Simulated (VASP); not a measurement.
A run of VASP 6.6.1 is set up as follows.

File INCAR:

```
SYSTEM = LuGe3O
PREC     = Accurate       ! precision mode
ENCUT    = 520            ! plane-wave cutoff, eV
EDIFF    = 1E-6           ! SCF threshold, eV
ISMEAR   = 0              ! smearing method
SIGMA    = 0.1            ! smearing width, eV
LREAL    = .False.        ! projectors in reciprocal space
LASPH    = .True.         ! aspherical terms in the spheres
NELM     = 80             ! most SCF steps
ALGO     = Normal         ! electronic algorithm
ISIF     = 2              ! what is computed and relaxed
LWAVE    = .False.        ! write WAVECAR
LCHARG   = .False.        ! write CHGCAR
GGA      = PE             ! functional
NBANDS   = 44             ! bands
```

The input KPOINTS:

```
regular mesh
0
Gamma
  4 4 4
  0 0 0
```

File POSCAR:

```
LuGe3O
1.0
    4.0229439300      0.0000000000      0.0000000000
    0.0000000000      4.0229439300      0.0000000000
    0.0000000000      0.0000000000      5.4199697700
Lu Ge O
1 3 1
Direct
    0.5000000000      0.5000000000      0.7217770800
    0.5000000000      0.0000000000      0.2377544000
    0.0000000000      0.5000000000      0.2377544000
    0.0000000000      0.0000000000      0.5922929600
    0.0000000000      0.0000000000      0.0108211200
```

Potentials or basis: VASP PAW PBE potentials, release 64 (Lu, Ge_d, O).

The run is started by

```sh
$ cat potpaw_PBE.64/Lu/POTCAR potpaw_PBE.64/Ge_d/POTCAR potpaw_PBE.64/O/POTCAR > POTCAR
$ mpirun -np 1 vasp_std > vasp.out
```

Q: Estimate the pressure.

A: 3.9 GPa.

Q: What does it give for the largest force?

A: 1.094 eV/Å.

Stress tensor (GPa, compression positive):
```
4.83 0.00 0.00
0.00 4.83 0.00
0.00 0.00 2.10
```

Caveat: the k points lie up to 0.39 Å⁻¹ apart; an odd number of electrons without spin polarisation forces a metal; a magnetic or distorted state may lie lower.
